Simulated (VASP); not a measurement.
# Ni in VASP: further runs

Ni is run at these levels: LDA; tasks: electric field gradients.

Program: VASP 6.6.1. These are calculated values, not measurements. Logs are shortened: lines on timing, memory, paths and dates and some standing lists are left out, and cuts for length are marked.

### Step 1. The cell of the first run

Symmetry: R-3m, No. 166, trigonal system. The conventional cell has a = 2.488 Å, b = 2.488 Å, c = 6.186 Å, α = 90.00°, β = 90.00°, γ = 120.00°. Within 3.3 Å of Ni (site symmetry -3m) lie 12 Ni at 2.49 to 2.51 Å.

### Step 2. Electric field gradients, LDA, collinear spin, ferromagnetic start (equal xy, yz and zx shear strains of +1 %)

INCAR reads:

```
SYSTEM = Ni
PREC = Accurate
ENCUT = 520
EDIFF = 1E-8
ISMEAR = -1
SIGMA = 0.05
LREAL = .False.
LASPH = .True.
NELM = 150
ALGO = Normal
ISIF = 2
LWAVE = .False.
LCHARG = .False.
ISPIN = 2
MAGMOM = 1.5
LORBIT = 11
LMAXMIX = 4
LEFG = .True.
NBANDS = 15
```

KPOINTS reads:

```
regular mesh
0
Gamma
  20 20 20
  0 0 0
```

POSCAR reads:

```
Ni
1.0
    0.0176795000      1.7767897500      1.7767897500
    1.7767897500      0.0176795000      1.7767897500
    1.7767897500      1.7767897500      0.0176795000
Ni
1
Direct
    0.0000000000      0.0000000000      0.0000000000
```

Potentials or basis: VASP PAW LDA potentials, release 64 (Ni).

On the command line:

```console
cat potpaw_LDA.64/Ni/POTCAR > POTCAR
mpirun -np 1 vasp_std > vasp.out
```

OUTCAR:

```text
SYSTEM = Ni
   PREC = Accurate
   ENCUT = 520
   EDIFF = 1E-8
   ISMEAR = -1
   LREAL = .False.
   LASPH = .True.
   NELM = 150
   ISIF = 2
   ISPIN = 2
   LORBIT = 11

 ion  position               nearest neighbor table
   1  0.000  0.000  0.000-

  LATTYP: Found a trigonal (rhomboedric) cell.
 ALAT       =     2.5128223567
 COS(alpha) =     0.5099250056

  Lattice vectors:

 A1 = (   0.0176795000,   1.7767897500,   1.7767897500)
 A2 = (   1.7767897500,   0.0176795000,   1.7767897500)
 A3 = (   1.7767897500,   1.7767897500,   0.0176795000)

Analysis of symmetry for initial positions (statically):
=====================================================================
 Subroutine PRICEL returns:
 Original cell was already a primitive cell.

 Routine SETGRP: Setting up the symmetry group for a
 trigonal (rhombohedral) supercell.

 Subroutine GETGRP returns: Found 12 space group operations
 (whereof 12 operations were pure point group operations)
 out of a pool of 12 trial point group operations.

The static configuration has the point symmetry D_3d.

Analysis of symmetry for dynamics (positions and initial velocities):
=====================================================================
 Subroutine PRICEL returns:
 Original cell was already a primitive cell.

 Routine SETGRP: Setting up the symmetry group for a
 trigonal (rhombohedral) supercell.

 Subroutine GETGRP returns: Found 12 space group operations
 (whereof 12 operations were pure point group operations)
 out of a pool of 12 trial point group operations.

The dynamic configuration has the point symmetry D_3d.

Analysis of structural, dynamic, and magnetic symmetry:
=====================================================================
 Subroutine PRICEL returns:
 Original cell was already a primitive cell.

 Routine SETGRP: Setting up the symmetry group for a
 trigonal (rhombohedral) supercell.

 Subroutine GETGRP returns: Found 12 space group operations
 (whereof 12 operations were pure point group operations)
 out of a pool of 12 trial point group operations.

The overall configuration has the point symmetry D_3d.

 Subroutine INISYM returns: Found 12 space group operations
 (whereof 12 operations are pure point group operations),
 and found     1 'primitive' translations

----------------------------------------------------------------------------------------

                                     Primitive cell

  volume of cell :      11.0511

  direct lattice vectors                    reciprocal lattice vectors
     0.017679500  1.776789750  1.776789750    -0.285641703  0.282827499  0.282827499
     1.776789750  0.017679500  1.776789750     0.282827499 -0.285641703  0.282827499
     1.776789750  1.776789750  0.017679500     0.282827499  0.282827499 -0.285641703

  length of vectors
     2.512822357  2.512822357  2.512822357     0.491501751  0.491501751  0.491501751

  position of ions in fractional coordinates (direct lattice)
     0.000000000  0.000000000  0.000000000

  ion indices of the primitive-cell ions
   primitive index   ion index
                 1           1

----------------------------------------------------------------------------------------

 KPOINTS: regular mesh

Automatic generation of k-mesh.
 Grid dimensions read from file:
 generate k-points for:   20   20   20

 Generating k-lattice:

  Cartesian coordinates                     Fractional coordinates (reciprocal lattice)
    -0.014282085  0.014141375  0.014141375     0.050000000  0.000000000  0.000000000
     0.014141375 -0.014282085  0.014141375     0.000000000  0.050000000  0.000000000
     0.014141375  0.014141375 -0.014282085     0.000000000  0.000000000  0.050000000

  Length of vectors
     0.024575088  0.024575088  0.024575088

  Shift w.r.t. Gamma in fractional coordinates (k-lattice)
     0.000000000  0.000000000  0.000000000

 Subroutine IBZKPT returns following result:
 ===========================================

 Found    781 irreducible k-points:

 Following reciprocal coordinates:
            Coordinates               Weight
  0.000000  0.000000  0.000000      1.000000
  0.050000  0.000000  0.000000      6.000000
  0.100000 -0.000000 -0.000000      6.000000
[... 61 lines left out ...]
  volume/ion in A,a.u.               =      11.05        74.58
  Fermi-wavevector in a.u.,A,eV,Ry     =   1.583455  2.992296 34.114284  2.507329
  Thomas-Fermi vector in A             =   2.683223
   LORBIT       =     11    0 simple, 1 ext, 2 COOP (PROOUT), +10 PAW based schemes
   GGA     = CA    functional components
   LHFCALC =     F    Hartree Fock is set to
   AEXX    =    0.0000 exact exchange contribution
   IVDW    =     0    specifies the selected vdW correction
   LEPSILON=     F    determine dielectric tensor
   LRPA    =     F    only Hartree local field effects (RPA)
 spin polarized calculation
  energy-cutoff  :      520.00
  volume of cell :       11.05
 maximum number of plane-waves:       309
   NGX =  9   NGY =  9   NGZ =  9

 number of electron      10.0000008 magnetization       0.6107298

 Free energy of the ion-electron system (eV)
  ---------------------------------------------------
  ext. energy  EPLUGINS =         0.00000000
  ---------------------------------------------------
  free energy    TOTEN  =        -6.51746939 eV

  energy without entropy =       -6.50198204  energy(sigma->0) =       -6.50972571

 E-fermi :   8.7993     XC(G=0): -13.5198

 val. band max:        8.7980098450   @ k =   0.4000   0.4000   0.4000
 cond. band min:       8.7993287209   @ k =  -0.4500   0.4500   0.0000
 fundamental gap:      0.0013188760
 Fermi energy:         8.7992606577

 spin component 1

 k-point     1 :       0.0000    0.0000    0.0000
  band No.  band energies     occupation
      1      -0.0704      1.00000
      2       6.4288      1.00000
      3       6.5205      1.00000
      4       6.5205      1.00000
      5       7.6189      1.00000
      6       7.6189      1.00000
      7      32.4259      0.00000
      8      35.6250      0.00000
      9      36.3348      0.00000
     10      36.3348      0.00000
     11      38.5560      0.00000
     12      39.2139      0.00000
     13      39.2139      0.00000
     14      42.2524      0.00000
[... 403 lines left out ...]
      4       6.7515      1.00000
      5       7.9539      1.00000
      6       8.3221      0.99993
      7      17.9497      0.00000
      8      30.4128      0.00000
      9      32.4572      0.00000
     10      34.1655      0.00000
     11      36.2937      0.00000
     12      38.1894      0.00000
     13      42.3856      0.00000
     14      48.6099      0.00000
     15      50.6565      0.00000

 [... further k-points ...]

 spin component 2

 k-point     1 :       0.0000    0.0000    0.0000
  band No.  band energies     occupation
      1      -0.0304      1.00000
      2       7.0485      1.00000
      3       7.1442      1.00000
      4       7.1442      1.00000
      5       8.1941      0.99999
      6       8.1941      0.99999
      7      32.4051      0.00000
      8      35.6769      0.00000
      9      36.3848      0.00000
     10      36.3848      0.00000
     11      38.7204      0.00000
     12      39.3739      0.00000
     13      39.3739      0.00000
     14      42.2258      0.00000
[... 403 lines left out ...]
      4       7.2092      1.00000
      5       8.5941      0.98376
      6       8.9391      0.05754
      7      18.1977      0.00000
      8      30.4712      0.00000
      9      32.5183      0.00000
     10      34.2933      0.00000
     11      36.4111      0.00000
     12      38.2884      0.00000
     13      42.5102      0.00000
     14      48.7314      0.00000
     15      50.8862      0.00000

 [... further k-points ...]

------------------------ aborting loop because EDIFF is reached ----------------------------------------

  FORCE on cell =-STRESS in cart. coord.  units (eV):
  Direction    XX          YY          ZZ          XY          YZ          ZX
  --------------------------------------------------------------------------------------
  -------------------------------------------------------------------------------------
  Total       -1.3253528     -1.3253528     -1.3253528     -0.0765251     -0.0765251     -0.0765251
  in kB     -192.1474419   -192.1474419   -192.1474419    -11.0944831    -11.0944831    -11.0944831
  external PRESSURE =    -192.1474419 kB  Pullay stress =       0.0000000 kB

 VOLUME and BASIS-vectors are now :
 -----------------------------------------------------------------------------
  energy-cutoff  :      520.00
  volume of cell :       11.05
      direct lattice vectors                 reciprocal lattice vectors
     0.017679500  1.776789750  1.776789750    -0.285641703  0.282827499  0.282827499
     1.776789750  0.017679500  1.776789750     0.282827499 -0.285641703  0.282827499
     1.776789750  1.776789750  0.017679500     0.282827499  0.282827499 -0.285641703

 POSITION                                       TOTAL-FORCE (eV/Angst)
 -----------------------------------------------------------------------------------
      0.00000      0.00000      0.00000        -0.000000      0.000000     -0.000000
 -----------------------------------------------------------------------------------
    total drift:                                0.000000      0.000000      0.000000

  FREE ENERGIE OF THE ION-ELECTRON SYSTEM (eV)
  ---------------------------------------------------
  free  energy   TOTEN  =        -6.5174693910 eV

  energy  without entropy=       -6.5019820354  energy(sigma->0) =       -6.50972571

 Electric field gradients (V/A^2)
---------------------------------------------------------------------
 ion       V_xx      V_yy      V_zz      V_xy      V_xz      V_yz
---------------------------------------------------------------------
   1      -0.000    -0.000     0.000    -0.132    -0.132    -0.132
---------------------------------------------------------------------

 Electric field gradients after diagonalization (V/A^2)
 (convention: |V_zz| > |V_xx| > |V_yy|)
----------------------------------------------------------------------
 ion       V_xx      V_yy      V_zz     asymmetry (V_yy - V_xx)/ V_zz
----------------------------------------------------------------------
   1       0.132     0.132    -0.263       0.000
----------------------------------------------------------------------

           NMR quadrupolar parameters

 Cq : quadrupolar parameter    Cq=e*Q*V_zz/h
 eta: asymmetry parameters     (V_yy - V_xx)/ V_zz
 Q  : nuclear electric quadrupole moment in mb (millibarn)
----------------------------------------------------------------------
 ion       Cq(MHz)       eta       Q (mb)
----------------------------------------------------------------------
   1      -0.001       0.000       1.000
----------------------------------------------------------------------

 total charge

# of ion       s       p       d       tot
------------------------------------------
    1        0.493   0.482   8.318   9.293

 magnetization (x)

# of ion       s       p       d       tot
------------------------------------------
    1       -0.005  -0.018   0.640   0.617
```

It took 4.3 min on 1 thread of Intel Xeon Platinum 8375C at 2.90GHz (Ice Lake), shared host; peak memory 0.29 GiB.

Results:

```
Free energy                                           : -6.5175 eV
Pressure                                              : -19.2 GPa
Net moment                                            : 0.61 μB per cell
Site moments                                          : Ni +0.62 μB
Largest electric field gradient by atom               : Ni -0.26 V/Å²
Valence electrons inside the program's atomic spheres : Ni 9.29
```

Stress tensor (GPa, compression positive):
```
-19.21  -1.11  -1.11
 -1.11 -19.21  -1.11
 -1.11  -1.11 -19.21
```

Levels at points of the mesh, in eV from the Fermi level:
Spin up:
```csv
k point,band 1,band 2,band 3,band 4,band 5,band 6,band 7,band 8,band 9,band 10
"(0.00, 0.00, 0.00)",-8.87,-2.37,-2.28,-2.28,-1.18,-1.18,23.63,26.83,27.54,27.54
"(0.50, 0.00, 0.00)",-4.69,-2.37,-2.25,-0.53,-0.49,-0.17,5.68,22.10,24.05,24.34
"(0.50, 0.50, 0.00)",-4.51,-4.04,-0.48,-0.37,-0.36,2.45,9.14,14.39,14.88,19.61
"(0.50, 0.50, 0.50)",-4.73,-2.30,-2.30,-0.52,-0.52,-0.36,5.39,22.41,24.63,24.63
```
Spin down:
| k point | band 2 | band 3 | band 4 | band 5 | band 6 | band 7 | band 8 | band 9 |
| --- | --- | --- | --- | --- | --- | --- | --- | --- |
| (0.00, 0.00, 0.00) | -1.75 | -1.66 | -1.66 | -0.61 | -0.61 | 23.61 | 26.88 | 27.59 |
| (0.50, 0.00, 0.00) | -1.81 | -1.69 | -0.14 | 0.13 | 0.18 | 6.06 | 22.07 | 24.16 |
| (0.50, 0.50, 0.00) | -3.52 | 0.12 | 0.34 | 0.35 | 2.50 | 9.41 | 14.46 | 14.95 |
| (0.50, 0.50, 0.50) | -1.73 | -1.73 | -0.34 | 0.13 | 0.13 | 5.78 | 22.38 | 24.74 |

Caveat: the cell differs from its parent crystal (equal xy, yz and zx shear strains of +1 %); the cell stands under tension; without QUAD_EFG the Cq values of the log hold for a quadrupole moment of 1 mb, not for the nuclei.

[end of part 1 of 2]
